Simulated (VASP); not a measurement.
Write the native input for VASP 6.6.1 that does the following.

```
Task                   : single point
Functional             : LDA
Potentials or basis    : VASP PAW LDA potentials, release 64 (Sn_d)
Cutoff                 : 520 eV
k mesh                 : 11 × 11 × 8
Occupations            : methfessel-paxton, width 0.6 eV
Spin                   : no spin polarisation
Dipole correction      : no
Further INCAR settings : ALGO = Normal; EDIFF = 1e-06; NBANDS = 21
```

The structure of Sn lies in POSCAR:

```
Sn
1.0
   -2.8994216605      2.9008009606      1.5581694818
    2.9008009606     -2.8994216605      1.5581694818
    2.8985835788      2.8985835788     -1.5556411493
Sn
2
Direct
    0.0000164062      0.9999835938      0.0000000000
    0.7499835938      0.2500164062      0.5000000000
```

One way to write it, as run:

INCAR

```
  PREC = Accurate
  ENCUT = 520
  EDIFF = 1E-6
  ISMEAR = 1
  SIGMA = 0.6
  LREAL = F
  LASPH = T
  NELM = 60
  ALGO = Normal
  ISIF = 2
  LWAVE = F
  LCHARG = T
  LELF = T
  LVHAR = T
  NBANDS = 21
```

KPOINTS

```
regular mesh
0
Gamma
  11 11 8
```

Potentials or basis: VASP PAW LDA potentials, release 64 (Sn_d).

Launch:

```bash
$ cat potpaw_LDA.64/Sn_d/POTCAR > POTCAR
$ mpirun -np 1 vasp_std > vasp.out
```

Results of the run:

- Pressure: -0.1 GPa
- Band gap on the k mesh: zero (bands 14 and 15 overlap by 3.81 eV)

Caveat: so wide a smearing shifts energies and pressures; spin-orbit coupling is left out, which moves the levels of the heavy elements.

Run time: 6.5 min on 1 thread of Intel Xeon 8259CL (shared host), peak memory 0.35 GiB.
